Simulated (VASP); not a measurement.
# SiO2 (P4_2/mnm) in VASP: further runs, part 2 of 2

VASP 6.6.1. The steps go on from the part before.

### 3 Electric field gradients, PBE (equal xx and yy strain of +1 %)

INCAR

```
  PREC = Accurate
  ENCUT = 520
  EDIFF = 1E-8
  ISMEAR = -1
  SIGMA = 0.03
  LREAL = F
  LASPH = T
  NELM = 120
  ALGO = Normal
  ISIF = 2
  LWAVE = F
  LCHARG = F
  GGA = PE
  LEFG = T
  NBANDS = 25
  GGA_COMPAT = F
```

KPOINTS

```
Automatic mesh
0
Gamma
  6 6 9
```

POSCAR

```
SiO2
1.0
    4.2219010000      0.0000000000      0.0000000000
    0.0000000000      4.2219010000      0.0000000000
    0.0000000000      0.0000000000      2.6678000000
Si O
2 4
Direct
    0.0000000000      0.0000000000      0.0000000000
    0.5000000000      0.5000000000      0.5000000000
    0.3067000000      0.3067000000      0.0000000000
    0.1933000000      0.8067000000      0.5000000000
    0.6933000000      0.6933000000      0.0000000000
    0.8067000000      0.1933000000      0.5000000000
```

Potentials or basis: VASP PAW PBE potentials, release 64 (Si, O).

On the command line:

```bash
$ cat potpaw_PBE.64/Si/POTCAR potpaw_PBE.64/O/POTCAR > POTCAR
$ mpirun -np 1 vasp_std > vasp.out
```

OUTCAR:

```text
PREC = Accurate
   ENCUT = 520
   EDIFF = 1E-8
   ISMEAR = -1
   LREAL = F
   LASPH = T
   NELM = 120
   ISIF = 2
   GGA = PE

 ion  position               nearest neighbor table
   1  0.000  0.000  0.000-   4 1.76   6 1.76   4 1.76   6 1.76   5 1.83   3 1.83
   2  0.500  0.500  0.500-   3 1.76   5 1.76   3 1.76   5 1.76   4 1.83   6 1.83
   3  0.307  0.307  0.000-   2 1.76   2 1.76   1 1.83
   4  0.193  0.807  0.500-   1 1.76   1 1.76   2 1.83
   5  0.693  0.693  0.000-   2 1.76   2 1.76   1 1.83
   6  0.807  0.193  0.500-   1 1.76   1 1.76   2 1.83

  LATTYP: Found a simple tetragonal cell.
 ALAT       =     4.2219010000
 C/A-ratio  =     0.6318954424

  Lattice vectors:

 A1 = (   4.2219010000,   0.0000000000,   0.0000000000)
 A2 = (   0.0000000000,   4.2219010000,   0.0000000000)
 A3 = (   0.0000000000,   0.0000000000,   2.6678000000)

Analysis of symmetry for initial positions (statically):
=====================================================================
 Subroutine PRICEL returns:
 Original cell was already a primitive cell.

 Routine SETGRP: Setting up the symmetry group for a
 simple tetragonal supercell.

 Subroutine GETGRP returns: Found 16 space group operations
 (whereof  8 operations were pure point group operations)
 out of a pool of 16 trial point group operations.

The static configuration has the point symmetry D_2h.
 The point group associated with its full space group is D_4h.

Analysis of symmetry for dynamics (positions and initial velocities):
=====================================================================
 Subroutine PRICEL returns:
 Original cell was already a primitive cell.

 Routine SETGRP: Setting up the symmetry group for a
 simple tetragonal supercell.

 Subroutine GETGRP returns: Found 16 space group operations
 (whereof  8 operations were pure point group operations)
 out of a pool of 16 trial point group operations.

The dynamic configuration has the point symmetry D_2h.
 The point group associated with its full space group is D_4h.

 Subroutine INISYM returns: Found 16 space group operations
 (whereof  8 operations are pure point group operations),
 and found     1 'primitive' translations

----------------------------------------------------------------------------------------

                                     Primitive cell

  volume of cell :      47.5521

  direct lattice vectors                    reciprocal lattice vectors
     4.221901000  0.000000000  0.000000000     0.236860125  0.000000000  0.000000000
     0.000000000  4.221901000  0.000000000     0.000000000  0.236860125  0.000000000
     0.000000000  0.000000000  2.667800000     0.000000000  0.000000000  0.374840693

  length of vectors
     4.221901000  4.221901000  2.667800000     0.236860125  0.236860125  0.374840693

  position of ions in fractional coordinates (direct lattice)
     0.000000000  0.000000000  0.000000000
     0.500000000  0.500000000  0.500000000
     0.306700000  0.306700000  0.000000000
     0.193300000  0.806700000  0.500000000
     0.693300000  0.693300000  0.000000000
     0.806700000  0.193300000  0.500000000

  ion indices of the primitive-cell ions
[... 99 lines left out ...]
     AMIX_MAG =   1.60;   BMIX_MAG =  1.00
  volume/ion in A,a.u.               =       7.93        53.48
  Fermi-wavevector in a.u.,A,eV,Ry     =   1.434614  2.711027 28.002383  2.058117
  Thomas-Fermi vector in A             =   2.554003
   LORBIT       =      0    0 simple, 1 ext, 2 COOP (PROOUT), +10 PAW based schemes
   GGA     = PE    functional components
   LHFCALC =     F    Hartree Fock is set to
   AEXX    =    0.0000 exact exchange contribution
   IVDW    =     0    specifies the selected vdW correction
   LEPSILON=     F    determine dielectric tensor
   LRPA    =     F    only Hartree local field effects (RPA)
 non-spin polarized calculation
  energy-cutoff  :      520.00
  volume of cell :       47.55
 maximum number of plane-waves:      1300
 NGX is ok and might be reduce to    32
   NGX = 15   NGY = 15   NGZ =  9

 number of electron      31.9999990 magnetization

 Free energy of the ion-electron system (eV)
  ---------------------------------------------------
  ext. energy  EPLUGINS =         0.00000000
  ---------------------------------------------------
  free energy    TOTEN  =       -46.30164311 eV

  energy without entropy =      -46.30164311  energy(sigma->0) =      -46.30164311

 E-fermi :   8.5344     XC(G=0): -12.1565

 val. band max:        7.9307416471   @ k =   0.0000   0.0000   0.0000
 cond. band min:      13.2286218981   @ k =   0.0000   0.0000   0.0000
 fundamental gap:      5.2978802510
 Fermi energy:         8.5343872973

 k-point     1 :       0.0000    0.0000    0.0000
  band No.  band energies     occupation
      1     -14.4387      2.00000
      2     -10.9181      2.00000
      3     -10.9181      2.00000
      4     -10.7498      2.00000
      5      -2.7813      2.00000
      6       1.5828      2.00000
[... 661 lines left out ...]
     24      20.6549      0.00000
     25      21.7821      0.00000

 [... further k-points ...]
[... 5 lines left out ...]
  --------------------------------------------------------------------------------------
  -------------------------------------------------------------------------------------
  Total        1.0290672      1.0290672      2.3312353     -0.0000000      0.0000000      0.0000000
  in kB       34.6724842     34.6724842     78.5465906     -0.0000000      0.0000000      0.0000000
  external PRESSURE =      49.2971863 kB  Pullay stress =       0.0000000 kB

 VOLUME and BASIS-vectors are now :
 -----------------------------------------------------------------------------
  energy-cutoff  :      520.00
  volume of cell :       47.55
      direct lattice vectors                 reciprocal lattice vectors
     4.221901000  0.000000000  0.000000000     0.236860125  0.000000000  0.000000000
     0.000000000  4.221901000  0.000000000     0.000000000  0.236860125  0.000000000
     0.000000000  0.000000000  2.667800000     0.000000000  0.000000000  0.374840693

 POSITION                                       TOTAL-FORCE (eV/Angst)
 -----------------------------------------------------------------------------------
      0.00000      0.00000      0.00000         0.000000      0.000000     -0.000000
      2.11095      2.11095      1.33390         0.000000      0.000000     -0.000000
      1.29486      1.29486      0.00000        -0.028360     -0.028360     -0.000000
      0.81609      3.40581      1.33390         0.028360     -0.028360     -0.000000
      2.92704      2.92704      0.00000         0.028360      0.028360      0.000000
      3.40581      0.81609      1.33390        -0.028360      0.028360      0.000000
 -----------------------------------------------------------------------------------
    total drift:                                0.000000      0.000000      0.000000

  FREE ENERGIE OF THE ION-ELECTRON SYSTEM (eV)
  ---------------------------------------------------
  free  energy   TOTEN  =       -46.3016431143 eV

  energy  without entropy=      -46.3016431143  energy(sigma->0) =      -46.30164311

 Electric field gradients (V/A^2)
---------------------------------------------------------------------
 ion       V_xx      V_yy      V_zz      V_xy      V_xz      V_yz
---------------------------------------------------------------------
   1       9.859     9.859   -19.719    16.295     0.000    -0.000
   2       9.859     9.859   -19.719   -16.295     0.000     0.000
   3     -23.403   -23.403    46.805    88.001    -0.000     0.000
   4     -23.403   -23.403    46.805   -88.001     0.000     0.000
   5     -23.403   -23.403    46.805    88.001    -0.000     0.000
   6     -23.403   -23.403    46.805   -88.001     0.000     0.000
---------------------------------------------------------------------

 Electric field gradients after diagonalization (V/A^2)
 (convention: |V_zz| > |V_xx| > |V_yy|)
----------------------------------------------------------------------
 ion       V_xx      V_yy      V_zz     asymmetry (V_yy - V_xx)/ V_zz
----------------------------------------------------------------------
   1     -19.719    -6.436    26.155       0.508
   2     -19.719    -6.436    26.155       0.508
   3      64.598    46.805  -111.404       0.160
   4      64.598    46.805  -111.404       0.160
   5      64.598    46.805  -111.404       0.160
   6      64.598    46.805  -111.404       0.160
----------------------------------------------------------------------

           NMR quadrupolar parameters

 Cq : quadrupolar parameter    Cq=e*Q*V_zz/h
 eta: asymmetry parameters     (V_yy - V_xx)/ V_zz
 Q  : nuclear electric quadrupole moment in mb (millibarn)
----------------------------------------------------------------------
 ion       Cq(MHz)       eta       Q (mb)
----------------------------------------------------------------------
   1       0.063       0.508       1.000
   2       0.063       0.508       1.000
   3      -0.269       0.160       1.000
   4      -0.269       0.160       1.000
   5      -0.269       0.160       1.000
   6      -0.269       0.160       1.000
----------------------------------------------------------------------
```

OSZICAR:

```text
N       E                     dE             d eps       ncg     rms          rms(c)
DAV:   1     0.133413085998E+03    0.13341E+03   -0.17758E+04  2540   0.123E+03
DAV:   2    -0.443081337512E+02   -0.17772E+03   -0.17042E+03  3127   0.277E+02
DAV:   3    -0.508589124814E+02   -0.65508E+01   -0.65225E+01  3359   0.513E+01
DAV:   4    -0.509014959912E+02   -0.42584E-01   -0.42570E-01  2869   0.476E+00
DAV:   5    -0.509018465806E+02   -0.35059E-03   -0.35051E-03  3340   0.410E-01    0.173E+01
DAV:   6    -0.462379570785E+02    0.46639E+01   -0.13216E+01  3141   0.244E+01    0.788E+00
DAV:   7    -0.462808650443E+02   -0.42908E-01   -0.73831E-01  3168   0.499E+00    0.290E+00
DAV:   8    -0.462947762989E+02   -0.13911E-01   -0.25071E-02  3065   0.138E+00    0.108E+00
DAV:   9    -0.463014499671E+02   -0.66737E-02   -0.95247E-03  3213   0.830E-01    0.264E-01
DAV:  10    -0.463016632251E+02   -0.21326E-03   -0.51957E-04  3166   0.162E-01    0.454E-02
DAV:  11    -0.463016418318E+02    0.21393E-04   -0.89128E-05  3309   0.681E-02    0.906E-03
DAV:  12    -0.463016430034E+02   -0.11716E-05   -0.58028E-06  3077   0.170E-02    0.365E-03
DAV:  13    -0.463016431276E+02   -0.12423E-06   -0.76260E-07  3302   0.618E-03    0.381E-03
DAV:  14    -0.463016431124E+02    0.15172E-07   -0.23597E-08  2871   0.107E-03    0.953E-04
DAV:  15    -0.463016431143E+02   -0.18456E-08   -0.46497E-09  2237   0.563E-04
   1 F= -.46301643E+02 E0= -.46301643E+02  d E =-.735965E-11
```

Run time: 77 s. Hardware: 1 thread of Intel Xeon 8259CL, shared host; peak memory 0.17 GiB.

Results:

| Item | Value |
| --- | --- |
| Free energy | -46.3016 eV |
| Pressure | 4.9 GPa |
| Largest force | 0.040 eV/Å |
| Band gap on the k mesh | 5.30 eV, direct |

Forces in eV/Å, atoms in the order of the input:
```
Si   0.000  0.000  0.000
Si   0.000  0.000  0.000
O   -0.028 -0.028  0.000
O    0.028 -0.028  0.000
O    0.028  0.028  0.000
O   -0.028  0.028  0.000
```

Stress tensor (GPa, compression positive):
```
3.47 0.00 0.00
0.00 3.47 0.00
0.00 0.00 7.85
```

Electric field gradients, principal values (V/Å²):
```
atom   least   middle  greatest (by size)
1 Si  -6.436  -19.719              26.155
2 Si  -6.436  -19.719              26.155
 3 O  46.805   64.598            -111.404
 4 O  46.805   64.598            -111.404
 5 O  46.805   64.598            -111.404
 6 O  46.805   64.598            -111.404
```

Caveat: the cell differs from its parent crystal (equal xx and yy strain of +1 %); without QUAD_EFG the Cq values of the log hold for a quadrupole moment of 1 mb, not for the nuclei. A k mesh can miss the band edges.

### 4 Electric field gradients, PBE (equal xx and yy strain of +1 %)

INCAR

```
SYSTEM = SiO2
ALGO = Normal
EDIFF = 1E-8
ENCUT = 520
GGA = PE
GGA_COMPAT = .False.
ISIF = 2
ISMEAR = -1
LASPH = .True.
LCHARG = .False.
LEFG = .True.
LREAL = .False.
LWAVE = .False.
NBANDS = 25
NELM = 120
PREC = Accurate
SIGMA = 0.03
```

KPOINTS

```
k-points
0
Gamma
  6 6 9
  0 0 0
```

POSCAR is that of step 3.

Potentials or basis: VASP PAW PBE potentials, release 64 (Si, O).

On the command line:

```bash
$ cat potpaw_PBE.64/Si/POTCAR potpaw_PBE.64/O/POTCAR > POTCAR
$ mpirun -np 1 vasp_std > vasp.out
```

OUTCAR:

```text
SYSTEM = SiO2
   EDIFF = 1E-8
   ENCUT = 520
   GGA = PE
   ISIF = 2
   ISMEAR = -1
   LASPH = .True.
   LREAL = .False.
   NELM = 120
   PREC = Accurate

 ion  position               nearest neighbor table
   1  0.000  0.000  0.000-   4 1.76   6 1.76   4 1.76   6 1.76   5 1.83   3 1.83
   2  0.500  0.500  0.500-   3 1.76   5 1.76   3 1.76   5 1.76   4 1.83   6 1.83
   3  0.307  0.307  0.000-   2 1.76   2 1.76   1 1.83
   4  0.193  0.807  0.500-   1 1.76   1 1.76   2 1.83
   5  0.693  0.693  0.000-   2 1.76   2 1.76   1 1.83
   6  0.807  0.193  0.500-   1 1.76   1 1.76   2 1.83

  LATTYP: Found a simple tetragonal cell.
 ALAT       =     4.2219010000
 C/A-ratio  =     0.6318954424

  Lattice vectors:

 A1 = (   4.2219010000,   0.0000000000,   0.0000000000)
 A2 = (   0.0000000000,   4.2219010000,   0.0000000000)
 A3 = (   0.0000000000,   0.0000000000,   2.6678000000)

Analysis of symmetry for initial positions (statically):
=====================================================================
 Subroutine PRICEL returns:
 Original cell was already a primitive cell.

 Routine SETGRP: Setting up the symmetry group for a
 simple tetragonal supercell.

 Subroutine GETGRP returns: Found 16 space group operations
 (whereof  8 operations were pure point group operations)
 out of a pool of 16 trial point group operations.

The static configuration has the point symmetry D_2h.
 The point group associated with its full space group is D_4h.

Analysis of symmetry for dynamics (positions and initial velocities):
=====================================================================
 Subroutine PRICEL returns:
 Original cell was already a primitive cell.

[... 851 lines left out ...]
  Total        1.0290672      1.0290672      2.3312353     -0.0000000      0.0000000      0.0000000
  in kB       34.6724842     34.6724842     78.5465906     -0.0000000      0.0000000      0.0000000
  external PRESSURE =      49.2971863 kB  Pullay stress =       0.0000000 kB

 VOLUME and BASIS-vectors are now :
 -----------------------------------------------------------------------------
  energy-cutoff  :      520.00
  volume of cell :       47.55
      direct lattice vectors                 reciprocal lattice vectors
     4.221901000  0.000000000  0.000000000     0.236860125  0.000000000  0.000000000
     0.000000000  4.221901000  0.000000000     0.000000000  0.236860125  0.000000000
     0.000000000  0.000000000  2.667800000     0.000000000  0.000000000  0.374840693

 POSITION                                       TOTAL-FORCE (eV/Angst)
 -----------------------------------------------------------------------------------
      0.00000      0.00000      0.00000         0.000000      0.000000     -0.000000
      2.11095      2.11095      1.33390         0.000000      0.000000     -0.000000
      1.29486      1.29486      0.00000        -0.028360     -0.028360     -0.000000
      0.81609      3.40581      1.33390         0.028360     -0.028360     -0.000000
      2.92704      2.92704      0.00000         0.028360      0.028360      0.000000
      3.40581      0.81609      1.33390        -0.028360      0.028360      0.000000
 -----------------------------------------------------------------------------------
    total drift:                                0.000000      0.000000      0.000000

  FREE ENERGIE OF THE ION-ELECTRON SYSTEM (eV)
  ---------------------------------------------------
  free  energy   TOTEN  =       -46.3016431143 eV

  energy  without entropy=      -46.3016431143  energy(sigma->0) =      -46.30164311

 Electric field gradients (V/A^2)
---------------------------------------------------------------------
 ion       V_xx      V_yy      V_zz      V_xy      V_xz      V_yz
---------------------------------------------------------------------
   1       9.859     9.859   -19.719    16.295     0.000    -0.000
   2       9.859     9.859   -19.719   -16.295     0.000     0.000
   3     -23.403   -23.403    46.805    88.001    -0.000     0.000
   4     -23.403   -23.403    46.805   -88.001     0.000     0.000
   5     -23.403   -23.403    46.805    88.001    -0.000     0.000
   6     -23.403   -23.403    46.805   -88.001     0.000     0.000
---------------------------------------------------------------------

 Electric field gradients after diagonalization (V/A^2)
 (convention: |V_zz| > |V_xx| > |V_yy|)
----------------------------------------------------------------------
 ion       V_xx      V_yy      V_zz     asymmetry (V_yy - V_xx)/ V_zz
----------------------------------------------------------------------
   1     -19.719    -6.436    26.155       0.508
   2     -19.719    -6.436    26.155       0.508
   3      64.598    46.805  -111.404       0.160
   4      64.598    46.805  -111.404       0.160
   5      64.598    46.805  -111.404       0.160
   6      64.598    46.805  -111.404       0.160
----------------------------------------------------------------------

           NMR quadrupolar parameters

 Cq : quadrupolar parameter    Cq=e*Q*V_zz/h
 eta: asymmetry parameters     (V_yy - V_xx)/ V_zz
 Q  : nuclear electric quadrupole moment in mb (millibarn)
----------------------------------------------------------------------
 ion       Cq(MHz)       eta       Q (mb)
----------------------------------------------------------------------
   1       0.063       0.508       1.000
   2       0.063       0.508       1.000
   3      -0.269       0.160       1.000
   4      -0.269       0.160       1.000
   5      -0.269       0.160       1.000
   6      -0.269       0.160       1.000
----------------------------------------------------------------------
```

Run time: 79 s. Hardware: 1 thread of Intel Xeon 8259CL, shared host; peak memory 0.17 GiB.

What came out:

```yaml
Free_energy: -46.3016 eV
Pressure: 4.9 GPa
Largest_force: 0.040 eV/Å
Band_gap_on_the_k_mesh: 5.30 eV, direct
```

Forces on the atoms (eV/Å):
```
Si   0.000  0.000  0.000
Si   0.000  0.000  0.000
O   -0.028 -0.028  0.000
O    0.028 -0.028  0.000
O    0.028  0.028  0.000
O   -0.028  0.028  0.000
```

Electric field gradients, principal values (V/Å²):
```tsv
atom	least	middle	greatest (by size)
1 Si	-6.436	-19.719	26.155
2 Si	-6.436	-19.719	26.155
3 O	46.805	64.598	-111.404
4 O	46.805	64.598	-111.404
5 O	46.805	64.598	-111.404
6 O	46.805	64.598	-111.404
```

Caveat: the cell differs from its parent crystal (equal xx and yy strain of +1 %); without QUAD_EFG the Cq values of the log hold for a quadrupole moment of 1 mb, not for the nuclei. A k mesh can miss the band edges.
